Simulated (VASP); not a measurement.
# Tc (P6_3/mmc) in VASP: further runs

Runs on Tc. Level: PBEsol. Tasks: electric field gradients.

Everything below comes from runs of VASP 6.6.1. Logs are shortened: lines on timing, memory, paths and dates and some standing lists are left out, and cuts for length are marked.

## 1. The cell of the first run

Symmetry: P6_3/mmc, No. 194, hexagonal system. Conventional cell: a = 2.724 Å, b = 2.724 Å, c = 4.356 Å, α = 90.00°, β = 90.00°, γ = 120.00°. Within 3.5 Å of Tc (site symmetry -6m2) lie 12 Tc at 2.69 to 2.72 Å.

## 2. Electric field gradients, PBEsol

File INCAR:

```
SYSTEM = Tc
PREC = Accurate ; ENCUT = 520
EDIFF = 1E-8 ; ISMEAR = 0
SIGMA = 0.05 ; LREAL = .FALSE.
LASPH = .TRUE. ; NELM = 80
ALGO = Normal ; ISIF = 2
LWAVE = .FALSE. ; LCHARG = .FALSE.
GGA = PS ; LEFG = .TRUE.
NBANDS = 20
```

File KPOINTS:

```
regular mesh
0
G
  18 18 10
  0 0 0
```

File POSCAR:

```
Tc
1.0
    2.7242149808      0.0000000000      0.0000000000
   -1.3621074904      2.3592393787      0.0000000000
    0.0000000000      0.0000000000      4.3557473420
Tc
2
Direct
    0.3333333333      0.6666666667      0.2500000000
    0.6666666667      0.3333333333      0.7500000000
```

Potentials or basis: VASP PAW PBE potentials, release 64 (Tc_pv).

Started as:

```console
$ cat potpaw_PBE.64/Tc_pv/POTCAR > POTCAR
$ mpirun -np 1 vasp_std > vasp.out
```

OUTCAR:

```text
SYSTEM = Tc
   PREC = Accurate
   ENCUT = 520
   EDIFF = 1E-8
   ISMEAR = 0
   LREAL = .FALSE.
   LASPH = .TRUE.
   NELM = 80
   ISIF = 2
   GGA = PS

 ion  position               nearest neighbor table
   1  0.333  0.667  0.250-   2 2.69   2 2.69   2 2.69   2 2.69   2 2.69   2 2.69
   2  0.667  0.333  0.750-   1 2.69   1 2.69   1 2.69   1 2.69   1 2.69   1 2.69

  LATTYP: Found a hexagonal cell.
 ALAT       =     2.7242149808
 C/A-ratio  =     1.5989000034

  Lattice vectors:

 A1 = (   2.7242149808,   0.0000000000,   0.0000000000)
 A2 = (  -1.3621074904,   2.3592393787,   0.0000000000)
 A3 = (   0.0000000000,   0.0000000000,   4.3557473420)

Analysis of symmetry for initial positions (statically):
=====================================================================
 Subroutine PRICEL returns:
 Original cell was already a primitive cell.

 Routine SETGRP: Setting up the symmetry group for a
 hexagonal supercell.

 Subroutine GETGRP returns: Found 24 space group operations
 (whereof 12 operations were pure point group operations)
 out of a pool of 24 trial point group operations.

The static configuration has the point symmetry D_3d.
 The point group associated with its full space group is D_6h.

Analysis of symmetry for dynamics (positions and initial velocities):
=====================================================================
 Subroutine PRICEL returns:
 Original cell was already a primitive cell.

 Routine SETGRP: Setting up the symmetry group for a
 hexagonal supercell.

 Subroutine GETGRP returns: Found 24 space group operations
 (whereof 12 operations were pure point group operations)
 out of a pool of 24 trial point group operations.

The dynamic configuration has the point symmetry D_3d.
 The point group associated with its full space group is D_6h.

 Subroutine INISYM returns: Found 24 space group operations
 (whereof 12 operations are pure point group operations),
 and found     1 'primitive' translations

----------------------------------------------------------------------------------------

                                     Primitive cell

  volume of cell :      27.9947

  direct lattice vectors                    reciprocal lattice vectors
     2.724214981  0.000000000  0.000000000     0.367078225  0.211932712  0.000000000
    -1.362107490  2.359239379  0.000000000     0.000000000  0.423865424  0.000000000
     0.000000000  0.000000000  4.355747342     0.000000000  0.000000000  0.229581728

  length of vectors
     2.724214981  2.724214981  4.355747342     0.423865424  0.423865424  0.229581728

  position of ions in fractional coordinates (direct lattice)
     0.333333333  0.666666667  0.250000000
     0.666666667  0.333333333  0.750000000

  ion indices of the primitive-cell ions
   primitive index   ion index
                 1           1
                 2           2

----------------------------------------------------------------------------------------

 KPOINTS: regular mesh

Automatic generation of k-mesh.
 Grid dimensions read from file:
 generate k-points for:   18   18   10

 Generating k-lattice:

  Cartesian coordinates                     Fractional coordinates (reciprocal lattice)
     0.020393235  0.011774040  0.000000000     0.055555556  0.000000000  0.000000000
     0.000000000  0.023548079  0.000000000     0.000000000  0.055555556  0.000000000
     0.000000000  0.000000000  0.022958173     0.000000000  0.000000000  0.100000000

  Length of vectors
     0.023548079  0.023548079  0.022958173

  Shift w.r.t. Gamma in fractional coordinates (k-lattice)
     0.000000000  0.000000000  0.000000000

 Subroutine IBZKPT returns following result:
 ===========================================

 Found    222 irreducible k-points:

 Following reciprocal coordinates:
            Coordinates               Weight
  0.000000  0.000000  0.000000      1.000000
  0.055556 -0.000000  0.000000      6.000000
  0.111111 -0.000000  0.000000      6.000000
  0.166667 -0.000000  0.000000      6.000000
  0.222222 -0.000000  0.000000      6.000000
  0.277778  0.000000  0.000000      6.000000
[... 16 lines left out ...]
  0.333333  0.111111  0.000000     12.000000
  0.388889  0.111111  0.000000     12.000000
 [... further k-points ...]
   k-points           NKPTS =    222   k-points in BZ     NKDIM =    222   number of bands    NBANDS=     20
   number of dos      NEDOS =    301   number of ions     NIONS =      2
   total plane-waves  NPLWV =  12800
   dimension x,y,z NGX =    20 NGY =   20 NGZ =   32
   dimension x,y,z NGXF=    40 NGYF=   40 NGZF=   64
   ions per type =               2
   NGX,Y,Z   is equivalent  to a cutoff of  12.21, 12.21, 12.21 a.u.
   NGXF,Y,Z  is equivalent  to a cutoff of  24.41, 24.41, 24.43 a.u.
 SYSTEM =  Tc
   PREC   = accura    normal or accurate (medium, high low for compatibility)
   ISTART =      0    job   : 0-new  1-cont  2-samecut
   ICHARG =      2    charge: 1-file 2-atom 10-const
   ISPIN  =      1    spin polarized calculation?
   LNONCOLLINEAR =      F non collinear calculations
   LSORBIT =      F    spin-orbit coupling
   LASPH  =      T    aspherical Exc in radial PAW
   ENCUT  =  520.0 eV  38.22 Ry    6.18 a.u.   5.07  5.07  8.10*2*pi/ulx,y,z
   NELM   =     80;   NELMIN=  2; NELMDL= -5     # of ELM steps
   EDIFF  = 0.1E-07   stopping-criterion for ELM
   LREAL  =      F    real-space projection
   EDIFFG = 0.1E-06   stopping-criterion for IOM
   NSW    =      0    number of steps for IOM
   IBRION =     -1    ionic relax: 0-MD 1-quasi-New 2-CG
   NFREE  =      0    steps in history (QN), initial steepest desc. (CG)
   ISIF   =      2    stress and relaxation
   ISYM   =      2    0-nonsym 1-usesym 2-fastsym
   POTIM  = 0.5000    time-step for ionic-motion
   TEBEG  =    0.0;   TEEND  =   0.0 temperature during run
   PSTRESS=    0.0 pullay stress
   NELECT =      26.0000    total number of electrons
   NUPDOWN=      -1.0000    fix difference up-down
   EMIN   =  10.00;   EMAX   =-10.00  energy-range for DOS
   EFERMI =   0.00;   METHOD = LEGACY
   ISMEAR =     0;   SIGMA  =   0.05  broadening in eV -4-tet -1-fermi 0-gaus
   EFERMI_NEDOS =   21; number of points for ismear=-14 and -15
   IALGO  =     38    algorithm
   IMIX   =      4    mixing-type and parameters
     AMIX     =   0.40;   BMIX     =  1.00
     AMIX_MAG =   1.60;   BMIX_MAG =  1.00
  volume/ion in A,a.u.               =      14.00        94.46
  Fermi-wavevector in a.u.,A,eV,Ry     =   1.597254  3.018372 34.711451  2.551220
  Thomas-Fermi vector in A             =   2.694889
   LORBIT       =      0    0 simple, 1 ext, 2 COOP (PROOUT), +10 PAW based schemes
   GGA     = PS    functional components
   LHFCALC =     F    Hartree Fock is set to
   AEXX    =    0.0000 exact exchange contribution
   IVDW    =     0    specifies the selected vdW correction
   LEPSILON=     F    determine dielectric tensor
   LRPA    =     F    only Hartree local field effects (RPA)
 non-spin polarized calculation
 Gauss-broadening in eV      SIGMA  =   0.05
  energy-cutoff  :      520.00
  volume of cell :       27.99
 maximum number of plane-waves:       780
   NGX = 11   NGY = 11   NGZ = 17

 number of electron      26.0000003 magnetization

 Free energy of the ion-electron system (eV)
  ---------------------------------------------------
  ext. energy  EPLUGINS =         0.00000000
  ---------------------------------------------------
  free energy    TOTEN  =       -22.53665219 eV

  energy without entropy =      -22.53453064  energy(sigma->0) =      -22.53559141

 E-fermi :  12.8535     XC(G=0): -14.0715

 val. band max:       12.8522618529   @ k =   0.1667   0.1111   0.1000
 cond. band min:      12.8582910031   @ k =   0.3333   0.3333   0.0000
 fundamental gap:      0.0060291502
 Fermi energy:        12.8535392841

 k-point     1 :       0.0000    0.0000    0.0000
  band No.  band energies     occupation
      1     -26.5636      2.00000
      2     -25.3680      2.00000
      3     -25.3680      2.00000
      4     -25.1645      2.00000
      5     -25.1645      2.00000
      6     -25.1156      2.00000
[... 12 lines left out ...]
     19      24.2639      0.00000
     20      27.1776      0.00000
[... 507 lines left out ...]
 k-point    24 :       0.3889    0.1111    0.0000
  band No.  band energies     occupation
      1     -26.3161      2.00000
      2     -26.0845      2.00000
      3     -25.9447      2.00000
      4     -25.7248      2.00000
      5     -25.4724      2.00000
      6     -25.3989      2.00000
[... 12 lines left out ...]
     19      24.6352      0.00000
     20      25.2736      0.00000

 [... further k-points ...]

------------------------ aborting loop because EDIFF is reached ----------------------------------------

  FORCE on cell =-STRESS in cart. coord.  units (eV):
  Direction    XX          YY          ZZ          XY          YZ          ZX
  --------------------------------------------------------------------------------------
  -------------------------------------------------------------------------------------
  Total       -0.1197239     -0.1197239     -0.1215551     -0.0000000      0.0000000      0.0000000
  in kB       -6.8519686     -6.8519686     -6.9567686     -0.0000000      0.0000000      0.0000000
  external PRESSURE =      -6.8869020 kB  Pullay stress =       0.0000000 kB

 VOLUME and BASIS-vectors are now :
 -----------------------------------------------------------------------------
  energy-cutoff  :      520.00
  volume of cell :       27.99
      direct lattice vectors                 reciprocal lattice vectors
     2.724214981  0.000000000  0.000000000     0.367078225  0.211932712  0.000000000
    -1.362107490  2.359239379  0.000000000     0.000000000  0.423865424  0.000000000
     0.000000000  0.000000000  4.355747342     0.000000000  0.000000000  0.229581728

 POSITION                                       TOTAL-FORCE (eV/Angst)
 -----------------------------------------------------------------------------------
     -0.00000      1.57283      1.08894         0.000000     -0.000000      0.000000
      1.36211      0.78641      3.26681        -0.000000      0.000000      0.000000
 -----------------------------------------------------------------------------------
    total drift:                               -0.000000      0.000000     -0.000000

  FREE ENERGIE OF THE ION-ELECTRON SYSTEM (eV)
  ---------------------------------------------------
  free  energy   TOTEN  =       -22.5366521872 eV

  energy  without entropy=      -22.5345306392  energy(sigma->0) =      -22.53559141

 Electric field gradients (V/A^2)
---------------------------------------------------------------------
 ion       V_xx      V_yy      V_zz      V_xy      V_xz      V_yz
---------------------------------------------------------------------
   1       8.763     8.764   -17.527     0.002     0.000    -0.000
   2       8.763     8.764   -17.527     0.002    -0.000     0.000
---------------------------------------------------------------------

 Electric field gradients after diagonalization (V/A^2)
 (convention: |V_zz| > |V_xx| > |V_yy|)
----------------------------------------------------------------------
 ion       V_xx      V_yy      V_zz     asymmetry (V_yy - V_xx)/ V_zz
----------------------------------------------------------------------
   1       8.765     8.762   -17.527       0.000
   2       8.765     8.762   -17.527       0.000
----------------------------------------------------------------------

           NMR quadrupolar parameters

 Cq : quadrupolar parameter    Cq=e*Q*V_zz/h
 eta: asymmetry parameters     (V_yy - V_xx)/ V_zz
 Q  : nuclear electric quadrupole moment in mb (millibarn)
----------------------------------------------------------------------
 ion       Cq(MHz)       eta       Q (mb)
----------------------------------------------------------------------
   1      -0.042       0.000       1.000
   2      -0.042       0.000       1.000
----------------------------------------------------------------------
```

Run time: 45 s. Hardware: 1 thread of Intel Xeon Platinum 8559C (Emerald Rapids), shared host; peak memory 0.21 GiB.

What came out:

| Property | Result |
| --- | --- |
| Free energy | -22.5367 eV |
| Pressure | -0.7 GPa |
| Band gap on the k mesh | zero (bands 13 and 14 overlap by 3.54 eV) |
| Largest electric field gradient by atom | Tc -17.5 V/Å² |

Levels at points of the mesh, in eV from the Fermi level:
```csv
k point,band 11,band 12,band 13,band 14,band 15,band 16
"(0.00, 0.00, 0.00)",-1.46,-0.82,-0.82,-0.12,-0.12,1.78
"(0.50, 0.00, 0.00)",-1.12,-0.92,-0.46,3.07,3.51,3.52
"(0.00, 0.00, 0.50)",-1.72,-1.72,-1.72,-1.72,1.98,1.98
"(0.50, 0.00, 0.50)",0.16,0.16,1.50,1.50,3.34,3.34
```

Electric field gradients, principal values (V/Å²):
```
atom  least  middle  greatest (by size)
1 Tc  8.762   8.765             -17.527
2 Tc  8.762   8.765             -17.527
```

Caveat: without QUAD_EFG the Cq values of the log hold for a quadrupole moment of 1 mb, not for the nuclei; the PAW data sets were made with another functional, which shifts forces and pressure a little.

## 3. Electric field gradients, PBEsol

This run uses another cell than the first one, of 14.30 Å³/atom.

File INCAR:

```
ALGO     = Normal         # electronic algorithm
EDIFF    = 1E-8           # SCF threshold, eV
ENCUT    = 520            # plane-wave cutoff, eV
GGA      = PS             # functional
ISIF     = 2              # what is computed and relaxed
ISMEAR   = 0              # smearing method
LASPH    = T              # aspherical terms in the spheres
LCHARG   = F              # write CHGCAR
LEFG     = T            
LREAL    = F              # projectors in reciprocal space
LWAVE    = F              # write WAVECAR
NBANDS   = 20             # bands
NELM     = 60             # most SCF steps
PREC     = Accurate       # precision mode
SIGMA    = 0.05           # smearing width, eV
```

File KPOINTS:

```
k-points
0
Gamma
  18 18 10
```

File POSCAR:

```
Tc
1.0
    2.7400000000      0.0000000000      0.0000000000
   -1.3700000000      2.3729096064      0.0000000000
    0.0000000000      0.0000000000      4.3980000000
Tc
2
Direct
    0.3333333333      0.6666666667      0.2500000000
    0.6666666667      0.3333333333      0.7500000000
```

Potentials or basis: VASP PAW PBE potentials, release 64 (Tc_pv).

Started as:

```console
$ cat potpaw_PBE.64/Tc_pv/POTCAR > POTCAR
$ mpirun -np 1 vasp_std > vasp.out
```

OUTCAR:

```text
EDIFF = 1E-8
   ENCUT = 520
   GGA = PS
   ISIF = 2
   ISMEAR = 0
   LASPH = T
   LREAL = F
   NELM = 60
   PREC = Accurate

 ion  position               nearest neighbor table
   1  0.333  0.667  0.250-   2 2.71   2 2.71   2 2.71   2 2.71   2 2.71   2 2.71
   2  0.667  0.333  0.750-   1 2.71   1 2.71   1 2.71   1 2.71   1 2.71   1 2.71

  LATTYP: Found a hexagonal cell.
 ALAT       =     2.7400000000
 C/A-ratio  =     1.6051094891

  Lattice vectors:

 A1 = (   2.7400000000,   0.0000000000,   0.0000000000)
 A2 = (  -1.3700000000,   2.3729096064,   0.0000000000)
[... 766 lines left out ...]
  ---------------------------------------------------
  free  energy   TOTEN  =       -22.5219523579 eV

  energy  without entropy=      -22.5196657503  energy(sigma->0) =      -22.52080905

 Electric field gradients (V/A^2)
---------------------------------------------------------------------
 ion       V_xx      V_yy      V_zz      V_xy      V_xz      V_yz
---------------------------------------------------------------------
   1       7.863     7.865   -15.728     0.001     0.000    -0.000
   2       7.863     7.865   -15.728     0.001    -0.000     0.000
---------------------------------------------------------------------

 Electric field gradients after diagonalization (V/A^2)
 (convention: |V_zz| > |V_xx| > |V_yy|)
----------------------------------------------------------------------
 ion       V_xx      V_yy      V_zz     asymmetry (V_yy - V_xx)/ V_zz
----------------------------------------------------------------------
   1       7.866     7.862   -15.728       0.000
   2       7.866     7.862   -15.728       0.000
----------------------------------------------------------------------

           NMR quadrupolar parameters

 Cq : quadrupolar parameter    Cq=e*Q*V_zz/h
 eta: asymmetry parameters     (V_yy - V_xx)/ V_zz
 Q  : nuclear electric quadrupole moment in mb (millibarn)
----------------------------------------------------------------------
 ion       Cq(MHz)       eta       Q (mb)
----------------------------------------------------------------------
   1      -0.038       0.000       1.000
   2      -0.038       0.000       1.000
----------------------------------------------------------------------
```

stdout:

```text
POSCAR found type information on POSCAR Tc
 POSCAR found :  1 types and       2 ions
 scaLAPACK will be used
 -----------------------------------------------------------------------------
|                                                                             |
|                                                                             |
|     You enforced a specific xc type in the INCAR file but a different       |
|     I HOPE YOU KNOW WHAT YOU ARE DOING!                                     |
|                                                                             |
 -----------------------------------------------------------------------------

 LDA part: xc-table for (Slater+PW92), standard interpolation
 POSCAR, INCAR and KPOINTS ok, starting setup
 FFT: planning ... GRIDC
 FFT: planning ... GRID_SOFT
 FFT: planning ... GRID
 WAVECAR not read
 entering main loop
ion   1

ion   2
```

Run time: 54 s. Hardware: 1 thread of Intel Xeon Platinum 8559C (Emerald Rapids), shared host; peak memory 0.22 GiB.

Results:

| Property | Result |
| --- | --- |
| Free energy | -22.5220 eV |
| Pressure | -7.3 GPa |
| Band gap on the k mesh | zero (bands 13 and 14 overlap by 3.41 eV) |
| Largest electric field gradient by atom | Tc -15.7 V/Å² |

Electric field gradients, principal values (V/Å²):
```tsv
atom	least	middle	greatest (by size)
1 Tc	7.862	7.866	-15.728
2 Tc	7.862	7.866	-15.728
```

Caveat: the cell stands under tension; without QUAD_EFG the Cq values of the log hold for a quadrupole moment of 1 mb, not for the nuclei; the PAW data sets were made with another functional, which shifts forces and pressure a little.
